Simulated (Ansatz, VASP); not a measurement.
# One calculation of Ge, two programs

Contents of INCAR:

```
SYSTEM = Ge
  ALGO = Normal
  EDIFF = 1E-8
  ENCUT = 520
  GGA = PS
  ISIF = 2
  ISMEAR = -1
  LASPH = .TRUE.
  LCHARG = .FALSE.
  LEFG = .TRUE.
  LREAL = .FALSE.
  LWAVE = .FALSE.
  NBANDS = 21
  NELM = 100
  PREC = Accurate
  SIGMA = 0.05
```

Contents of KPOINTS:

```
k-points
0
G
  11 11 11
  0 0 0
```

File POSCAR:

```
Ge
1.0
    0.0282877000      2.8429138500      2.8429138500
    2.8429138500      0.0282877000      2.8429138500
    2.8429138500      2.8429138500      0.0282877000
Ge
2
Direct
    0.5000000000      0.5000000000      0.5000000000
    0.7500000000      0.7500000000      0.7500000000
```

Input for Ansatz:

```yaml
crystal:
  lattice:
    - [0.0282877, 2.84291385, 2.84291385]
    - [2.84291385, 0.0282877, 2.84291385]
    - [2.84291385, 2.84291385, 0.0282877]
  atoms:
    - { symbol: Ge, position: [0.5, 0.5, 0.5] }
    - { symbol: Ge, position: [0.75, 0.75, 0.75] }
kpoints:
  mp_grid: { grid: [11, 11, 11] }
scf:
  occupations: { method: fermi_dirac, width: 0.05 }
hamiltonian:
  xc: pbesol
  pseudopotentials: { kind: all_electron, datasets: crystal }
output:
  forces: true
  stress: true
  eigenvalues: true
  efg: { contact_densities: true }
```

Change from the starting cell: equal xy, yz and zx shear strains of +1 %, crystal datasets.

Alike in both runs: task electric field gradients; functional PBEsol; k mesh 11 × 11 × 11; occupations fermi-dirac, width 0.05 eV; no spin polarisation.

|  | VASP | Ansatz |
| --- | --- | --- |
| version | VASP 6.6.1 | Ansatz 0.2.0 |
| potentials or method | VASP PAW PBE potentials, release 64 (Ge_d), cutoff 520 eV | all-electron PAW with datasets made for the crystal, scalar-relativistic |

|  | VASP | Ansatz | Ansatz less VASP |
| --- | --- | --- | --- |
| pressure (GPa) | 0.6 | 0.7 | +0.10 |
| traceless stress, the component that is largest in VASP (GPa) | -0.81 | -0.81 | +0.001 |
| rms of the force components (eV/Å) | 0.082 | 0.082 | +0.0006 |
| size of Vzz on the site where it differs most (V/Å²) | 9.7 | 9.5 | -0.12 |

VASP's potentials were made for PBE, not for PBEsol. Atom by atom the forces differ by 0.001 eV/Å (rms over components). Ansatz ran all-electron here, and VASP with PAW potentials.
